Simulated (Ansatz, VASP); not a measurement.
# KLi: VASP beside Ansatz

The input INCAR:

```
PREC = Accurate
ENCUT = 520
EDIFF = 1E-8
ISMEAR = -1
SIGMA = 0.15
LREAL = False
LASPH = True
NELM = 100
ALGO = Normal
ISIF = 2
LWAVE = False
LCHARG = False
GGA = PS
LEFG = True
NBANDS = 13
```

File KPOINTS:

```
Automatic mesh
0
Gamma
  12 12 8
```

File POSCAR:

```
KLi
1.0
    4.0456950696      0.0000000000      0.0000000000
   -2.0228475348      3.5036747062      0.0000000000
    0.0000000000      0.0000000000      6.2299316456
K Li
1 1
Direct
    0.3333333333      0.6666666667      0.5000000000
    0.0000000000      0.0000000000      0.0000000000
```

Input for Ansatz:

```yaml
crystal:
  lattice:
    - [4.0456950696, 0.0, 0.0]
    - [-2.0228475348, 3.5036747062, 0.0]
    - [0.0, 0.0, 6.2299316456]
  atoms:
    - { symbol: K, position: [0.3333333333, 0.6666666667, 0.5] }
    - { symbol: Li, position: [0.0, 0.0, 0.0] }
basis:
  ecutwfc: 420
kpoints:
  mp_grid: { grid: [12, 12, 8] }
hamiltonian:
  xc: pbesol
scf:
  occupations: { method: fermi_dirac, width: 0.15 }
output:
  forces: true
  stress: true
  eigenvalues: true
  efg: {}
checkpoint:
  read: start.run
  write: ck
  compress: false
  write_wavefunctions: false
  write_every: 100000
```

Alike in both runs: task electric field gradients; functional PBEsol; k mesh 12 × 12 × 8; occupations fermi-dirac, width 0.15 eV; no spin polarisation.

```csv
,VASP,Ansatz
version,VASP 6.6.1,Ansatz 0.2.0
potentials or method,"VASP PAW PBE potentials, release 64 (K_sv, Li_sv), cutoff 520 eV","scalar-relativistic, plane waves, PAW"
valence electrons in the cell,12,12
```

|  | VASP | Ansatz | Ansatz less VASP |
| --- | --- | --- | --- |
| gap on the k mesh at the Fermi level (eV) | none | none | - |
| size of Vzz on the site where it differs most (V/Å²) | 0.7 | 0.6 | -0.03 |

VASP's potentials were made for PBE, not for PBEsol. A gap of «none» marks a metal or a gap that the smearing closes. With one functional, cell and mesh, what is left measures potentials, basis and numerics.

Noted on VASP's run: the cutoff is short for stress, so the pressure is rough.
